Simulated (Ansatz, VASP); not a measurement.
**Re: VASP beside Ansatz**

Contents of INCAR:

```
SYSTEM = Re
  PREC = Accurate
  ENCUT = 520
  EDIFF = 1E-7
  ISMEAR = 0
  SIGMA = 0.15
  LREAL = .False.
  LASPH = .True.
  NELM = 100
  ALGO = Normal
  ISIF = 2
  LWAVE = .False.
  LCHARG = .False.
  GGA = PE
  NBANDS = 14
```

The input KPOINTS:

```
Automatic mesh
0
Gamma
  18 18 10
  0 0 0
```

The input POSCAR:

```
Re
1.0
    2.7748241524      0.0000000000      0.0000000000
   -1.3874120762      2.4030682070      0.0000000000
    0.0000000000      0.0000000000      4.4842238099
Re
2
Direct
    0.3333333333      0.6666666667      0.2391620039
    0.6666666667      0.3333333333      0.7608379961
```

Input for Ansatz:

```yaml
crystal:
  lattice:
    - [2.7748241524, 0.0, 0.0]
    - [-1.3874120762, 2.403068207, 0.0]
    - [0.0, 0.0, 4.4842238099]
  atoms:
    - { symbol: Re, position: [0.3333333333, 0.6666666667, 0.2391620039] }
    - { symbol: Re, position: [0.6666666667, 0.3333333333, 0.7608379961] }
basis:
  ecutwfc: 420
kpoints:
  mp_grid: { grid: [18, 18, 10] }
hamiltonian:
  xc: pbe
scf:
  occupations: { method: gaussian, width: 0.15 }
output:
  forces: true
  stress: true
  eigenvalues: true
```

Change from the starting cell: mode 4 frozen in at -0.049 Å, equal normal strain along x and y +0.0000.

Alike in both runs: task single point; functional PBE; k mesh 18 × 18 × 10; occupations gaussian, width 0.15 eV; no spin polarisation.

```csv
,VASP,Ansatz
version,VASP 6.6.1,Ansatz 0.2.0
potentials or method,"VASP PAW PBE potentials, release 64 (Re), cutoff 520 eV","scalar-relativistic, plane waves, PAW"
valence electrons in the cell,14,30
```

```csv
,VASP,Ansatz,Ansatz less VASP
gap on the k mesh at the Fermi level (eV),none,none,-
pressure (GPa),0.9,1.4,+0.53
"traceless stress, the component that is largest in VASP (GPa)",0.42,0.55,+0.136
rms of the force components (eV/Å),0.228,0.256,+0.0273
```

Atom by atom the forces differ by 0.027 eV/Å (rms over components). A gap of «none» marks a metal or a gap that the smearing closes. The functional is the same, so the differences come from potentials, cutoffs and numerics. VASP's potentials hold 14 valence electrons a cell and Ansatz's 30, so a difference there can come from the potentials and not from the codes.

Spin-orbit coupling is off throughout.
